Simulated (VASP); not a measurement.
Input of a VASP 6.6.1 run:

The input INCAR:

```
PREC     = Accurate       # precision mode
ENCUT    = 500            # plane-wave cutoff, eV
EDIFF    = 1E-6           # SCF threshold, eV
ISMEAR   = 0              # smearing method
SIGMA    = 0.05           # smearing width, eV
LREAL    = F              # projectors in reciprocal space
LASPH    = T              # aspherical terms in the spheres
NELM     = 120            # most SCF steps
ALGO     = Normal         # electronic algorithm
ISIF     = 2              # what is computed and relaxed
LWAVE    = F              # write WAVECAR
LCHARG   = T              # write CHGCAR
GGA      = PE             # functional
LELF     = T              # ELF
LVHAR    = T            
NBANDS   = 12             # bands
GGA_COMPAT= F
```

KPOINTS

```
regular mesh
0
Gamma
  6 6 6
```

POSCAR

```
Y
1.0
    0.0000000000      2.5269565311      2.5269565311
    2.5269565311      0.0000000000      2.5269565311
    2.5269565311      2.5269565311      0.0000000000
Y
1
Direct
    0.0000000000      0.0000000000      0.0000000000
```

Potentials or basis: VASP PAW PBE potentials, release 64 (Y_sv).

Launch:

```sh
$ cat potpaw_PBE.64/Y_sv/POTCAR > POTCAR
$ mpirun -np 1 vasp_std > vasp.out
```

Q: Predict the pressure.

A: -0.1 GPa.
